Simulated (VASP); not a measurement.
# AlNi (P4/mmm) in VASP: further runs

Runs on AlNi. Level: r2SCAN. Tasks: single point.

Everything below comes from runs of VASP 6.6.1. Logs are shortened: lines on timing, memory, paths and dates and some standing lists are left out, and cuts for length are marked.

### Step 1. The cell of the first run

Symmetry: P4/mmm, No. 123, tetragonal system. The conventional cell has a = 2.803 Å, b = 2.803 Å, c = 2.948 Å, α = 90.00°, β = 90.00°, γ = 90.00°. Within 3.3 Å of Al (site symmetry 4/mmm) lie 8 Ni at 2.47 Å and 6 Al at 2.80 to 2.95 Å. Ni (site symmetry 4/mmm) has 8 Al at 2.47 Å and 6 Ni at 2.80 to 2.95 Å within 3.3 Å.

### Step 2. Single point, r2SCAN (biaxial strain in the a-b plane: -2.0 %, then relaxed in part)

POSCAR

```
AlNi
1.0
    2.8027335052      0.0000000000      0.0000000000
    0.0000000000      2.8027335052      0.0000000000
    0.0000000000      0.0000000000      2.9484714827
Al Ni
1 1
Direct
    0.0000000000      0.0000000000      0.0000000000
    0.5000000000      0.5000000000      0.5000000000
```

INCAR.step1

```
ALGO = Normal
EDIFF = 1E-4
ENCUT = 520
GGA = PE
ISMEAR = 0
LASPH = True
LCHARG = False
LREAL = False
LWAVE = True
NBANDS = 14
NELM = 80
PREC = Accurate
SIGMA = 0.1
```

INCAR.step2

```
ALGO = Normal
EDIFF = 1E-6
ENCUT = 520
ISIF = 2
ISMEAR = 0
ISTART = 1
LASPH = True
LCHARG = False
LMIXTAU = True
LREAL = False
LWAVE = False
METAGGA = R2SCAN
NBANDS = 14
NELM = 80
PREC = Accurate
SIGMA = 0.1
```

KPOINTS

```
k-points
0
Gamma
  18 18 18
```

Potentials or basis: VASP PAW PBE potentials, release 64 (Al, Ni).

Started as:

```sh
> cat potpaw_PBE.64/Al/POTCAR potpaw_PBE.64/Ni/POTCAR > POTCAR
> cp INCAR.step1 INCAR
> mpirun -np 1 vasp_std > vasp.out
> cp INCAR.step2 INCAR
> mpirun -np 1 vasp_std > vasp.out
```

OUTCAR:

```text
EDIFF = 1E-6
   ENCUT = 520
   ISIF = 2
   ISMEAR = 0
   ISTART = 1
   LASPH = True
   LREAL = False
   METAGGA = R2SCAN
   NELM = 80
   PREC = Accurate

 ion  position               nearest neighbor table
   1  0.000  0.000  0.000-   2 2.47   2 2.47   2 2.47   2 2.47   2 2.47   2 2.47   2 2.47   2 2.47

   2  0.500  0.500  0.500-   1 2.47   1 2.47   1 2.47   1 2.47   1 2.47   1 2.47   1 2.47   1 2.47

  LATTYP: Found a simple tetragonal cell.
 ALAT       =     2.8027335052
 C/A-ratio  =     1.0519985140

  Lattice vectors:

 A1 = (   2.8027335052,   0.0000000000,   0.0000000000)
 A2 = (   0.0000000000,   2.8027335052,   0.0000000000)
 A3 = (   0.0000000000,   0.0000000000,   2.9484714827)

Analysis of symmetry for initial positions (statically):
=====================================================================
 Subroutine PRICEL returns:
 Original cell was already a primitive cell.

 Routine SETGRP: Setting up the symmetry group for a
 simple tetragonal supercell.

 Subroutine GETGRP returns: Found 16 space group operations
 (whereof 16 operations were pure point group operations)
 out of a pool of 16 trial point group operations.

The static configuration has the point symmetry D_4h.

Analysis of symmetry for dynamics (positions and initial velocities):
=====================================================================
 Subroutine PRICEL returns:
 Original cell was already a primitive cell.

 Routine SETGRP: Setting up the symmetry group for a
 simple tetragonal supercell.

 Subroutine GETGRP returns: Found 16 space group operations
 (whereof 16 operations were pure point group operations)
 out of a pool of 16 trial point group operations.

The dynamic configuration has the point symmetry D_4h.

 Subroutine INISYM returns: Found 16 space group operations
 (whereof 16 operations are pure point group operations),
 and found     1 'primitive' translations

----------------------------------------------------------------------------------------

                                     Primitive cell

  volume of cell :      23.1612

  direct lattice vectors                    reciprocal lattice vectors
     2.802733505  0.000000000  0.000000000     0.356794536  0.000000000  0.000000000
     0.000000000  2.802733505  0.000000000     0.000000000  0.356794536  0.000000000
     0.000000000  0.000000000  2.948471483     0.000000000  0.000000000  0.339158783

  length of vectors
     2.802733505  2.802733505  2.948471483     0.356794536  0.356794536  0.339158783
[... 86 lines left out ...]
   NFREE  =      0    steps in history (QN), initial steepest desc. (CG)
   ISIF   =      2    stress and relaxation
   ISYM   =      2    0-nonsym 1-usesym 2-fastsym
   POTIM  = 0.5000    time-step for ionic-motion
   TEBEG  =    0.0;   TEEND  =   0.0 temperature during run
   PSTRESS=    0.0 pullay stress
   NELECT =      13.0000    total number of electrons
   NUPDOWN=      -1.0000    fix difference up-down
   EMIN   =  10.00;   EMAX   =-10.00  energy-range for DOS
   EFERMI =   0.00;   METHOD = LEGACY
   ISMEAR =     0;   SIGMA  =   0.10  broadening in eV -4-tet -1-fermi 0-gaus
   EFERMI_NEDOS =   21; number of points for ismear=-14 and -15
   IALGO  =     38    algorithm
   IMIX   =      4    mixing-type and parameters
     AMIX     =   0.40;   BMIX     =  1.00
     AMIX_MAG =   1.60;   BMIX_MAG =  1.00
  volume/ion in A,a.u.               =      11.58        78.15
  Fermi-wavevector in a.u.,A,eV,Ry     =   1.350421  2.551925 24.812077  1.823636
  Thomas-Fermi vector in A             =   2.477927
   LORBIT       =      0    0 simple, 1 ext, 2 COOP (PROOUT), +10 PAW based schemes
   METAGGA = R2SCAN    functional components
   LHFCALC =     F    Hartree Fock is set to
   AEXX    =    0.0000 exact exchange contribution
   IVDW    =     0    specifies the selected vdW correction
   LEPSILON=     F    determine dielectric tensor
   LRPA    =     F    only Hartree local field effects (RPA)
 non-spin polarized calculation
 Gauss-broadening in eV      SIGMA  =   0.10
  energy-cutoff  :      520.00
  volume of cell :       23.16
 maximum number of plane-waves:       643
 NGX is ok and might be reduce to    24
   NGX = 11   NGY = 11   NGZ = 11

 number of electron      12.9999992 magnetization

 Free energy of the ion-electron system (eV)
  ---------------------------------------------------
  ext. energy  EPLUGINS =         0.00000000
  ---------------------------------------------------
  free energy    TOTEN  =       -20.05931015 eV

  energy without entropy =      -20.05641747  energy(sigma->0) =      -20.05786381

 E-fermi :  10.3181     XC(G=0): -13.1818

 val. band max:       10.3022814110   @ k =   0.3889   0.3889   0.1667
 cond. band min:      10.3408067887   @ k =   0.0000   0.0000   0.2778
 fundamental gap:      0.0385253777
 Fermi energy:        10.3181135157

 k-point     1 :       0.0000    0.0000    0.0000
  band No.  band energies     occupation
      1      -1.6452      2.00000
      2       6.7656      2.00000
      3       6.8455      2.00000
      4       8.6109      2.00000
      5       8.6109      2.00000
      6       8.7318      2.00000
      7      15.0761      0.00000
      8      17.0205      0.00000
      9      17.0205      0.00000
     10      18.4824      0.00000
     11      19.0456      0.00000
     12      26.0575      0.00000
     13      32.3484      0.00000
     14      32.3484      0.00000
[... 377 lines left out ...]
      1       0.8025      2.00000
      2       5.8607      2.00000
      3       7.2445      2.00000
      4       7.9090      2.00000
      5       8.0634      2.00000
      6       8.5839      2.00000
      7      10.4921      0.01388
      8      16.8731      0.00000
      9      18.0838      0.00000
     10      20.0094      0.00000
     11      23.8509      0.00000
     12      24.4705      0.00000
     13      25.7269      0.00000
     14      28.1226      0.00000

 [... further k-points ...]
[... 5 lines left out ...]
  --------------------------------------------------------------------------------------
  -------------------------------------------------------------------------------------
  Total        0.5277519      0.5277519     -0.0391972      0.0000000      0.0000000      0.0000000
  in kB       36.5073105     36.5073105     -2.7114709      0.0000000      0.0000000      0.0000000
  external PRESSURE =      23.4343833 kB  Pullay stress =       0.0000000 kB

 VOLUME and BASIS-vectors are now :
 -----------------------------------------------------------------------------
  energy-cutoff  :      520.00
  volume of cell :       23.16
      direct lattice vectors                 reciprocal lattice vectors
     2.802733505  0.000000000  0.000000000     0.356794536  0.000000000  0.000000000
     0.000000000  2.802733505  0.000000000     0.000000000  0.356794536  0.000000000
     0.000000000  0.000000000  2.948471483     0.000000000  0.000000000  0.339158783

 POSITION                                       TOTAL-FORCE (eV/Angst)
 -----------------------------------------------------------------------------------
      0.00000      0.00000      0.00000         0.000000      0.000000      0.000000
      1.40137      1.40137      1.47424         0.000000      0.000000      0.000000
 -----------------------------------------------------------------------------------
    total drift:                                0.000000      0.000000     -0.000000

  FREE ENERGIE OF THE ION-ELECTRON SYSTEM (eV)
  ---------------------------------------------------
  free  energy   TOTEN  =       -20.0593101471 eV

  energy  without entropy=      -20.0564174667  energy(sigma->0) =      -20.05786381
```

OUTCAR.step1:

```text
EDIFF = 1E-4
   ENCUT = 520
   GGA = PE
   ISMEAR = 0
   LASPH = True
[... 631 lines left out ...]
 -----------------------------------------------------------------------------------
      0.00000      0.00000      0.00000         0.000000      0.000000      0.000000
      1.40137      1.40137      1.47424         0.000000      0.000000      0.000000
 -----------------------------------------------------------------------------------
    total drift:                                0.000000      0.000000     -0.000000

  FREE ENERGIE OF THE ION-ELECTRON SYSTEM (eV)
  ---------------------------------------------------
  free  energy   TOTEN  =       -10.5077559356 eV

  energy  without entropy=      -10.5046620088  energy(sigma->0) =      -10.50620897
```

OSZICAR.step1:

```text
N       E                     dE             d eps       ncg     rms          rms(c)
DAV:   1     0.411455664941E+02    0.41146E+02   -0.53805E+03 15624   0.978E+02
DAV:   2    -0.102274454641E+02   -0.51373E+02   -0.46446E+02 16636   0.182E+02
DAV:   3    -0.119624256393E+02   -0.17350E+01   -0.17177E+01 19434   0.368E+01
DAV:   4    -0.119851494067E+02   -0.22724E-01   -0.22718E-01 18446   0.384E+00
DAV:   5    -0.119858192201E+02   -0.66981E-03   -0.66980E-03 19800   0.720E-01    0.122E+01
DAV:   6    -0.137517578219E+02   -0.17659E+01   -0.44841E+01 18160   0.946E+01    0.154E+01
DAV:   7    -0.105339508878E+02    0.32178E+01   -0.13430E+01 18418   0.564E+01    0.986E-01
DAV:   8    -0.105218144566E+02    0.12136E-01   -0.26005E-01 19300   0.541E+00    0.100E+00
DAV:   9    -0.105080094073E+02    0.13805E-01   -0.42992E-02 19732   0.271E+00    0.182E-01
DAV:  10    -0.105077615495E+02    0.24786E-03   -0.10355E-03 21088   0.421E-01    0.812E-02
DAV:  11    -0.105077559356E+02    0.56139E-05   -0.33343E-05 10432   0.728E-02
   1 F= -.10507756E+02 E0= -.10506209E+02  d E =-.309393E-02
```

It took 9.6 min on 1 thread of Intel Xeon 8259CL, shared host; peak memory 0.3 GiB.

What came out:

```yaml
Free_energy: -20.0593 eV
Pressure: 2.3 GPa
Band_gap_on_the_k_mesh: zero (an odd number of electrons rules out a gap without spin polarisation)
```

Stress tensor (GPa, compression positive):
```
 3.65  0.00  0.00
 0.00  3.65  0.00
 0.00  0.00 -0.27
```

Levels at points of the mesh, in eV from the Fermi level:
```csv
k point,band 3,band 4,band 5,band 6,band 7,band 8,band 9,band 10,band 11,band 12
"(0.00, 0.00, 0.00)",-3.47,-1.71,-1.71,-1.59,4.76,6.70,6.70,8.16,8.73,15.74
"(0.50, 0.00, 0.00)",-2.95,-2.63,-2.34,-1.60,-0.53,8.61,9.60,11.09,11.40,12.69
"(0.50, 0.50, 0.00)",-2.94,-2.94,-2.40,-2.40,-0.98,1.96,3.19,12.80,15.33,15.33
"(0.00, 0.00, 0.50)",-3.02,-2.32,-2.32,-1.52,-0.94,8.70,11.21,11.21,12.12,12.12
"(0.50, 0.00, 0.50)",-3.44,-3.18,-2.22,-2.15,-1.14,1.51,2.70,14.14,16.21,16.75
"(0.50, 0.50, 0.50)",-4.45,-1.13,-0.96,1.93,2.06,2.06,4.59,4.59,4.78,5.14
```

Caveat: the cell differs from its parent crystal (biaxial strain in the a-b plane: -2.0 %, then relaxed in part); the PAW data sets were made with another functional, which shifts forces and pressure a little. Spin polarisation is off, so any magnetic state and its effect on volume and gap are missing.

### Step 3. Single point, r2SCAN (biaxial strain in the a-b plane: -1.0 %, then relaxed in part)

POSCAR

```
AlNi
1.0
    2.8313328267      0.0000000000      0.0000000000
    0.0000000000      2.8313328267      0.0000000000
    0.0000000000      0.0000000000      2.9084010840
Al Ni
1 1
Direct
    0.0000000000      0.0000000000      0.0000000000
    0.5000000000      0.5000000000      0.5000000000
```

INCAR.step1

```
PREC = Accurate ; ENCUT = 520
ISMEAR = 0 ; SIGMA = 0.1
LREAL = False ; LASPH = True
NELM = 100 ; NBANDS = 14
GGA = PE ; ALGO = Normal
EDIFF = 1E-4 ; LWAVE = True
LCHARG = False
```

INCAR.step2

```
PREC = Accurate ; ENCUT = 520
EDIFF = 1E-7 ; ISMEAR = 0
SIGMA = 0.1 ; LREAL = False
LASPH = True ; NELM = 100
ALGO = Normal ; ISIF = 2
LWAVE = False ; LCHARG = True
METAGGA = R2SCAN ; LMIXTAU = True
LELF = True ; LVHAR = True
NBANDS = 14 ; ISTART = 1
```

KPOINTS

```
regular mesh
0
Gamma
  18 18 18
```

Potentials or basis: VASP PAW PBE potentials, release 64 (Al, Ni).

Started as:

```sh
> cat potpaw_PBE.64/Al/POTCAR potpaw_PBE.64/Ni/POTCAR > POTCAR
> cp INCAR.step1 INCAR
> mpirun -np 1 vasp_std > vasp.out
> cp INCAR.step2 INCAR
> mpirun -np 1 vasp_std > vasp.out
```

Run time: 11 min. Hardware: 1 thread of Intel Xeon 8259CL, shared host; peak memory 0.3 GiB.

Results (log left out):

- Free energy: -20.0676 eV
- Pressure: 1.0 GPa
- Band gap on the k mesh: zero (an odd number of electrons rules out a gap without spin polarisation)

Stress tensor (GPa, compression positive):
```
 1.64  0.00  0.00
 0.00  1.64  0.00
 0.00  0.00 -0.27
```

Levels at points of the mesh, in eV from the Fermi level:
```csv
k point,band 5,band 6,band 7,band 8,band 9,band 10
"(0.00, 0.00, 0.00)",-1.68,-1.62,5.31,6.35,6.35,8.32
"(0.50, 0.00, 0.00)",-2.37,-1.58,-0.60,8.64,10.07,11.04
"(0.50, 0.50, 0.00)",-2.32,-2.32,-1.02,1.79,2.99,13.10
"(0.00, 0.00, 0.50)",-2.36,-1.54,-0.81,8.67,10.93,10.93
"(0.50, 0.00, 0.50)",-2.22,-2.18,-1.10,1.55,2.73,13.82
"(0.50, 0.50, 0.50)",-1.00,1.96,2.03,2.03,4.64,4.64
```

Caveat: the cell differs from its parent crystal (biaxial strain in the a-b plane: -1.0 %, then relaxed in part); the PAW data sets were made with another functional, which shifts forces and pressure a little.

[end of part 1 of 2]
